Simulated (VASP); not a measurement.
# La (Im-3m) in VASP: further runs

The runs below take La through single point, relaxation of cell and atoms, with LDA.

Program: VASP 6.6.1. These are calculated values, not measurements. Logs are shortened: lines on timing, memory, paths and dates and some standing lists are left out, and cuts for length are marked.

**1. The cell of the first run**

It takes space group Im-3m (No. 229, cubic). The conventional cell has a = 4.041 Å, b = 4.041 Å, c = 4.041 Å, α = 90.00°, β = 90.00°, γ = 90.00°. Within 4.6 Å of La (site symmetry m-3m) lie 14 La at 3.50 to 4.04 Å.

This isn't the form of La at room conditions, which is double hcp.

**2. Single point, LDA**

File INCAR:

```
PREC = Accurate ; ENCUT = 500
EDIFF = 1E-6 ; ISMEAR = 0
SIGMA = 0.05 ; LREAL = F
LASPH = T ; NELM = 200
ALGO = Normal ; ISIF = 2
LWAVE = F ; LCHARG = F
GGA = CA ; NBANDS = 12
GGA_COMPAT = F ; LMAXMIX = 6
```

File KPOINTS:

```
regular mesh
0
Gamma
  15 15 15
```

File POSCAR:

```
La
1.0
   -2.0203828891      2.0203828891      2.0203828891
    2.0203828891     -2.0203828891      2.0203828891
    2.0203828891      2.0203828891     -2.0203828891
La
1
Direct
    0.0000000000      0.0000000000      0.0000000000
```

Potentials or basis: VASP PAW LDA potentials, release 64 (La).

Command:

```
cat potpaw_LDA.64/La/POTCAR > POTCAR
mpirun -np 1 vasp_std > vasp.out
```

OUTCAR:

```text
PREC = Accurate
   ENCUT = 500
   EDIFF = 1E-6
   ISMEAR = 0
   LREAL = F
   LASPH = T
   NELM = 200
   ISIF = 2
   GGA = CA

 ion  position               nearest neighbor table
   1  0.000  0.000  0.000-

  LATTYP: Found a body centered cubic cell.
 ALAT       =     4.0407657782

  Lattice vectors:

 A1 = (  -2.0203828891,   2.0203828891,   2.0203828891)
 A2 = (   2.0203828891,  -2.0203828891,   2.0203828891)
 A3 = (   2.0203828891,   2.0203828891,  -2.0203828891)

Analysis of symmetry for initial positions (statically):
=====================================================================
 Subroutine PRICEL returns:
 Original cell was already a primitive cell.

 Routine SETGRP: Setting up the symmetry group for a
 body centered cubic supercell.

 Subroutine GETGRP returns: Found 48 space group operations
 (whereof 48 operations were pure point group operations)
 out of a pool of 48 trial point group operations.

The static configuration has the point symmetry O_h .

Analysis of symmetry for dynamics (positions and initial velocities):
=====================================================================
 Subroutine PRICEL returns:
 Original cell was already a primitive cell.

 Routine SETGRP: Setting up the symmetry group for a
 body centered cubic supercell.

 Subroutine GETGRP returns: Found 48 space group operations
 (whereof 48 operations were pure point group operations)
 out of a pool of 48 trial point group operations.

The dynamic configuration has the point symmetry O_h .

 Subroutine INISYM returns: Found 48 space group operations
 (whereof 48 operations are pure point group operations),
 and found     1 'primitive' translations

----------------------------------------------------------------------------------------

                                     Primitive cell

  volume of cell :      32.9884

  direct lattice vectors                    reciprocal lattice vectors
    -2.020382889  2.020382889  2.020382889     0.000000000  0.247477843  0.247477843
     2.020382889 -2.020382889  2.020382889     0.247477843  0.000000000  0.247477843
     2.020382889  2.020382889 -2.020382889     0.247477843  0.247477843  0.000000000

  length of vectors
     3.499405815  3.499405815  3.499405815     0.349986522  0.349986522  0.349986522

  position of ions in fractional coordinates (direct lattice)
     0.000000000  0.000000000  0.000000000

  ion indices of the primitive-cell ions
   primitive index   ion index
                 1           1

----------------------------------------------------------------------------------------

 KPOINTS: regular mesh

Automatic generation of k-mesh.
 Grid dimensions read from file:
 generate k-points for:   15   15   15

 Generating k-lattice:

  Cartesian coordinates                     Fractional coordinates (reciprocal lattice)
     0.000000000  0.016498523  0.016498523     0.066666667  0.000000000  0.000000000
     0.016498523  0.000000000  0.016498523     0.000000000  0.066666667  0.000000000
     0.016498523  0.016498523  0.000000000     0.000000000  0.000000000  0.066666667

  Length of vectors
     0.023332435  0.023332435  0.023332435

  Shift w.r.t. Gamma in fractional coordinates (k-lattice)
     0.000000000  0.000000000  0.000000000

 Subroutine IBZKPT returns following result:
 ===========================================

 Found    120 irreducible k-points:

 Following reciprocal coordinates:
            Coordinates               Weight
  0.000000  0.000000  0.000000      1.000000
  0.066667  0.000000  0.000000     12.000000
  0.133333  0.000000  0.000000     12.000000
  0.200000  0.000000  0.000000     12.000000
  0.266667  0.000000  0.000000     12.000000
  0.333333  0.000000  0.000000     12.000000
[... 16 lines left out ...]
  0.333333  0.200000  0.000000     48.000000
  0.400000  0.200000 -0.000000     24.000000
 [... further k-points ...]
   k-points           NKPTS =    120   k-points in BZ     NKDIM =    120   number of bands    NBANDS=     12
   number of dos      NEDOS =    301   number of ions     NIONS =      1
   total plane-waves  NPLWV =  21952
   dimension x,y,z NGX =    28 NGY =   28 NGZ =   28
   dimension x,y,z NGXF=    56 NGYF=   56 NGZF=   56
   ions per type =               1
   NGX,Y,Z   is equivalent  to a cutoff of  13.30, 13.30, 13.30 a.u.
   NGXF,Y,Z  is equivalent  to a cutoff of  26.60, 26.60, 26.60 a.u.
 SYSTEM =  unknown system
   PREC   = accura    normal or accurate (medium, high low for compatibility)
   ISTART =      0    job   : 0-new  1-cont  2-samecut
   ICHARG =      2    charge: 1-file 2-atom 10-const
   ISPIN  =      1    spin polarized calculation?
   LNONCOLLINEAR =      F non collinear calculations
   LSORBIT =      F    spin-orbit coupling
   LASPH  =      T    aspherical Exc in radial PAW
   ENCUT  =  500.0 eV  36.75 Ry    6.06 a.u.   6.38  6.38  6.38*2*pi/ulx,y,z
   NELM   =    200;   NELMIN=  2; NELMDL= -5     # of ELM steps
   EDIFF  = 0.1E-05   stopping-criterion for ELM
   LREAL  =      F    real-space projection
   EDIFFG = 0.1E-04   stopping-criterion for IOM
   NSW    =      0    number of steps for IOM
   IBRION =     -1    ionic relax: 0-MD 1-quasi-New 2-CG
   NFREE  =      0    steps in history (QN), initial steepest desc. (CG)
   ISIF   =      2    stress and relaxation
   ISYM   =      2    0-nonsym 1-usesym 2-fastsym
   POTIM  = 0.5000    time-step for ionic-motion
   TEBEG  =    0.0;   TEEND  =   0.0 temperature during run
   PSTRESS=    0.0 pullay stress
   NELECT =      11.0000    total number of electrons
   NUPDOWN=      -1.0000    fix difference up-down
   EMIN   =  10.00;   EMAX   =-10.00  energy-range for DOS
   EFERMI =   0.00;   METHOD = LEGACY
   ISMEAR =     0;   SIGMA  =   0.05  broadening in eV -4-tet -1-fermi 0-gaus
   EFERMI_NEDOS =   21; number of points for ismear=-14 and -15
   IALGO  =     38    algorithm
   IMIX   =      4    mixing-type and parameters
     AMIX     =   0.40;   BMIX     =  1.00
     AMIX_MAG =   1.60;   BMIX_MAG =  1.00
  volume/ion in A,a.u.               =      32.99       222.62
  Fermi-wavevector in a.u.,A,eV,Ry     =   1.135234  2.145281 17.534592  1.288756
  Thomas-Fermi vector in A             =   2.271939
   LORBIT       =      0    0 simple, 1 ext, 2 COOP (PROOUT), +10 PAW based schemes
   GGA     = CA    functional components
   LHFCALC =     F    Hartree Fock is set to
   AEXX    =    0.0000 exact exchange contribution
   IVDW    =     0    specifies the selected vdW correction
   LEPSILON=     F    determine dielectric tensor
   LRPA    =     F    only Hartree local field effects (RPA)
 non-spin polarized calculation
 Gauss-broadening in eV      SIGMA  =   0.05
  energy-cutoff  :      500.00
  volume of cell :       32.99
 maximum number of plane-waves:       887
 NGX is ok and might be reduce to    28
   NGX = 13   NGY = 13   NGZ = 13

 number of electron      11.0000000 magnetization

 Free energy of the ion-electron system (eV)
  ---------------------------------------------------
  ext. energy  EPLUGINS =         0.00000000
  ---------------------------------------------------
  free energy    TOTEN  =        -5.43487515 eV

  energy without entropy =       -5.43061821  energy(sigma->0) =       -5.43274668

 E-fermi :   8.8057     XC(G=0): -10.2550

 val. band max:        8.8051041934   @ k =   0.2667   0.1333   0.0000
 cond. band min:       8.8080518832   @ k =  -0.2000   0.3333   0.0667
 fundamental gap:      0.0029476897
 Fermi energy:         8.8057320313

 k-point     1 :       0.0000    0.0000    0.0000
  band No.  band energies     occupation
      1     -23.8140      2.00000
      2      -6.4971      2.00000
      3      -6.4971      2.00000
      4      -6.4971      2.00000
      5       5.7715      2.00000
      6      10.3065      0.00000
      7      10.3065      0.00000
      8      10.3065      0.00000
      9      10.4109      0.00000
     10      10.4109      0.00000
     11      10.4109      0.00000
     12      11.2136      0.00000

 k-point     2 :       0.0667    0.0000    0.0000
  band No.  band energies     occupation
      1     -23.8002      2.00000
      2      -6.5964      2.00000
      3      -6.5253      2.00000
      4      -6.4985      2.00000
      5       5.9403      2.00000
      6      10.0395      0.00000
      7      10.0523      0.00000
      8      10.3010      0.00000
      9      10.4591      0.00000
     10      10.6041      0.00000
     11      10.6115      0.00000
     12      11.2019      0.00000

 k-point     3 :       0.1333    0.0000    0.0000
  band No.  band energies     occupation
      1     -23.7610      2.00000
      2      -6.8670      2.00000
      3      -6.6038      2.00000
      4      -6.5028      2.00000
      5       6.3900      2.00000
      6       9.7007      0.00000
      7       9.7137      0.00000
      8      10.2886      0.00000
      9      10.5536      0.00000
     10      10.7619      0.00000
     11      10.7773      0.00000
     12      11.1555      0.00000

 k-point     4 :       0.2000    0.0000    0.0000
  band No.  band energies     occupation
      1     -23.7022      2.00000
      2      -7.2423      2.00000
      3      -6.7166      2.00000
      4      -6.5092      2.00000
      5       6.9281      2.00000
      6       9.3673      0.00000
      7       9.4736      0.00000
      8      10.2793      0.00000
      9      10.6304      0.00000
     10      10.8169      0.00000
     11      10.8969      0.00000
     12      11.1222      0.00000

 k-point     5 :       0.2667    0.0000    0.0000
  band No.  band energies     occupation
      1     -23.6335      2.00000
      2      -7.6453      2.00000
      3      -6.8419      2.00000
      4      -6.5168      2.00000
      5       7.2151      2.00000
      6       9.0487      0.00000
      7       9.6303      0.00000
      8      10.2813      0.00000
      9      10.6809      0.00000
     10      10.8383      0.00000
     11      10.9755      0.00000
     12      11.1109      0.00000
[... 228 lines left out ...]
      1     -23.5503      2.00000
      2      -7.9334      2.00000
      3      -7.0550      2.00000
      4      -6.6668      2.00000
      5       7.8653      2.00000
      6       8.7860      1.42295
      7       9.5260      0.00000
      8      10.3944      0.00000
      9      10.7382      0.00000
     10      10.8783      0.00000
     11      10.9493      0.00000
     12      11.1851      0.00000

 k-point    22 :       0.2667    0.2000    0.0000
  band No.  band energies     occupation
      1     -23.5000      2.00000
      2      -8.0953      2.00000
      3      -7.2360      2.00000
      4      -6.6954      2.00000
      5       7.8364      2.00000
      6       8.7749      1.61686
      7       9.8334      0.00000
      8      10.4724      0.00000
      9      10.6984      0.00000
     10      10.9460      0.00000
     11      10.9965      0.00000
     12      11.1948      0.00000

 k-point    23 :       0.3333    0.2000    0.0000
  band No.  band energies     occupation
      1     -23.4654      2.00000
      2      -8.1927      2.00000
      3      -7.3725      2.00000
      4      -6.7105      2.00000
      5       7.7280      2.00000
      6       8.8021      1.08161
      7      10.0956      0.00000
      8      10.4868      0.00000
      9      10.7059      0.00000
     10      11.0081      0.00000
     11      11.0473      0.00000
     12      11.1653      0.00000

 k-point    24 :       0.4000    0.2000   -0.0000
  band No.  band energies     occupation
      1     -23.4531      2.00000
      2      -8.2247      2.00000
      3      -7.4231      2.00000
      4      -6.7153      2.00000
      5       7.6812      2.00000
      6       8.8135      0.82661
      7      10.2096      0.00000
      8      10.4458      0.00000
      9      10.7287      0.00000
     10      11.0343      0.00000
     11      11.0902      0.00000
     12      11.1227      0.00000

 [... further k-points ...]

------------------------ aborting loop because EDIFF is reached ----------------------------------------

  FORCE on cell =-STRESS in cart. coord.  units (eV):
  Direction    XX          YY          ZZ          XY          YZ          ZX
  --------------------------------------------------------------------------------------
  -------------------------------------------------------------------------------------
  Total       -0.0204424     -0.0204424     -0.0204424     -0.0000000      0.0000000     -0.0000000
  in kB       -0.9928457     -0.9928457     -0.9928457     -0.0000000      0.0000000     -0.0000000
  external PRESSURE =      -0.9928457 kB  Pullay stress =       0.0000000 kB

 VOLUME and BASIS-vectors are now :
 -----------------------------------------------------------------------------
  energy-cutoff  :      500.00
  volume of cell :       32.99
      direct lattice vectors                 reciprocal lattice vectors
    -2.020382889  2.020382889  2.020382889     0.000000000  0.247477843  0.247477843
     2.020382889 -2.020382889  2.020382889     0.247477843  0.000000000  0.247477843
     2.020382889  2.020382889 -2.020382889     0.247477843  0.247477843  0.000000000

 POSITION                                       TOTAL-FORCE (eV/Angst)
 -----------------------------------------------------------------------------------
      0.00000      0.00000      0.00000        -0.000000     -0.000000      0.000000
 -----------------------------------------------------------------------------------
    total drift:                                0.000000     -0.000000     -0.000000

  FREE ENERGIE OF THE ION-ELECTRON SYSTEM (eV)
  ---------------------------------------------------
  free  energy   TOTEN  =        -5.4348751515 eV

  energy  without entropy=       -5.4306182087  energy(sigma->0) =       -5.43274668
```

Wall time 21 s (1 thread of Intel Xeon 6975P-C (Granite Rapids), shared host); peak memory 0.19 GiB.

What came out:

| Quantity | Value |
| --- | --- |
| Free energy | -5.4349 eV |
| Pressure | -0.1 GPa |
| Band gap on the k mesh | zero (an odd number of electrons rules out a gap without spin polarisation) |

Caveat: spin-orbit coupling is left out, which moves the levels of the heavy elements.

**3. Relaxation of cell and atoms, LDA**

This run uses another cell than the first one, of 37.31 Å³/atom.

File INCAR:

```
PREC     = Accurate       # precision mode
ENCUT    = 500            # plane-wave cutoff, eV
EDIFF    = 1E-7           # SCF threshold, eV
ISMEAR   = 0              # smearing method
SIGMA    = 0.05           # smearing width, eV
LREAL    = False          # projectors in reciprocal space
LASPH    = True           # aspherical terms in the spheres
NELM     = 200            # most SCF steps
ALGO     = Normal         # electronic algorithm
ISIF     = 3              # what is computed and relaxed
LWAVE    = False          # write WAVECAR
LCHARG   = False          # write CHGCAR
IBRION   = 2              # ionic algorithm
NSW      = 80             # ionic steps
EDIFFG   = -0.03          # ionic threshold
GGA_COMPAT= False        
NELMIN   = 4            
LMAXMIX  = 6              # l up to which the mixer works
```

File KPOINTS:

```
Automatic mesh
0
Gamma
  15 15 15
```

File POSCAR:

```
La
1.0
   -2.1050000000      2.1050000000      2.1050000000
    2.1050000000     -2.1050000000      2.1050000000
    2.1050000000      2.1050000000     -2.1050000000
La
1
Direct
    0.0000000000      0.0000000000      0.0000000000
```

Potentials or basis: VASP PAW LDA potentials, release 64 (La).

Command:

```
cat potpaw_LDA.64/La/POTCAR > POTCAR
mpirun -np 1 vasp_std > vasp.out
```

It took 42 s on 1 thread of Intel Xeon 6975P-C (Granite Rapids), shared host; peak memory 0.2 GiB.

It converged, with:

- Free energy: -5.4352 eV
- Relaxed volume: 32.92 Å³/atom
- Relaxed cell: a = 3.497 Å, b = 3.497 Å, c = 3.497 Å, α = 109.47°, β = 109.47°, γ = 109.47°
- Space group after relaxing (to 0.1 Å): Im-3m (No. 229)
- Energy gained by relaxing: 50.1 meV/atom
- Ionic steps: 3
- Pressure after relaxing: 0.0 GPa
- Band gap on the k mesh: zero (an odd number of electrons rules out a gap without spin polarisation)

The path:
```tsv
step	energy change (eV)	largest force (eV/Å)	pressure (GPa)	volume (Å³)
1	0.0000	0.0000	-3.31	37.31
2	-0.0497	0.0000	-0.38	33.29
3	-0.0501	0.0000	-0.01	32.92
```

Final structure:
```
CELL_PARAMETERS angstrom
-2.01891 2.01891 2.01891
2.01891 -2.01891 2.01891
2.01891 2.01891 -2.01891
ATOMIC_POSITIONS crystal
La 0.00000 0.00000 0.00000
```

Levels at points of the mesh, in eV from the Fermi level:
| k point | band 3 | band 4 | band 5 | band 6 | band 7 | band 8 |
| --- | --- | --- | --- | --- | --- | --- |
| (0.00, 0.00, 0.00) | -15.29 | -15.29 | -3.03 | 1.50 | 1.50 | 1.50 |

Caveat: spin-orbit coupling is left out, which moves the levels of the heavy elements.

(Continued in part 2 of 2.)
